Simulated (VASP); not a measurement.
SnSe, 4 atoms in the cell. The cell holds a slab with vacuum, 4 atoms: a = 4.452 Å, b = 3.928 Å, c = 10.980 Å, α = 90.00°, β = 90.00°, γ = 90.00°.  This cell differs from its parent crystal: strain +0.0625 x Voigt [1, -1, 0, 0, 0, 0].

- Program: VASP 6.6.1
- Task: single point
- Functional: LDA
- Potentials or basis: VASP PAW LDA potentials, release 64 (Sn_d, Se)
- Cutoff: 500 eV
- k mesh: 6 × 6 × 4
- Occupations: gaussian, width 0.05 eV
- Spin: no spin polarisation
- Dipole correction: no
- Further INCAR settings: ALGO = Normal; EDIFF = 1e-06; NBANDS = 28

Potentials or basis: VASP PAW LDA potentials, release 64 (Sn_d, Se).

Launch:

```console
$ cat potpaw_LDA.64/Sn_d/POTCAR potpaw_LDA.64/Se/POTCAR > POTCAR
$ mpirun -np 1 vasp_std > vasp.out
```

Hardware: 1 thread of Intel(R) Xeon(R) 6975P-C (Granite Rapids) (shared host).

Question: Estimate the wall time of this run.

Answer: Run time: 120 s on 1 thread of Intel(R) Xeon(R) 6975P-C (Granite Rapids) (shared host), peak memory 0.34 GiB. Counts: scf iterations 17, k points 48.
